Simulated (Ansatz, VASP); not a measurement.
## As in VASP and in Ansatz

```
As
1.0
     2.75943    0.00000    0.00000
     0.00000    2.75943    0.00000
     0.00000    0.00000    2.59553
As
1
Direct
  0.50000 0.50000 0.50000
```

Change from the starting cell: strain_z_fixed_volume = -0.04.

Alike in both runs: functional PBEsol; k mesh 10 × 10 × 10; occupations fermi-dirac, width 0.05 eV; no spin polarisation.

|  | VASP | Ansatz |
| --- | --- | --- |
| version | VASP 6.6.1 | Ansatz 0.2.0 |
| potentials or method | VASP PAW PBE potentials, release 64 (As), cutoff 500 eV | all-electron LAPW, scalar-relativistic |
| task | single point | band structure |

|  | VASP | Ansatz | Ansatz less VASP |
| --- | --- | --- | --- |
| gap on the k mesh at the Fermi level (eV) | none | none | - |
| pressure (GPa) | -0.5 | -0.8 | -0.31 |
| traceless stress, the component that is largest in VASP (GPa) | 7.24 | 7.12 | -0.125 |

VASP's potentials were made for PBE, not for PBEsol. A gap of «none» marks a metal or a gap that the smearing closes. Ansatz ran all-electron here, and VASP with PAW potentials.
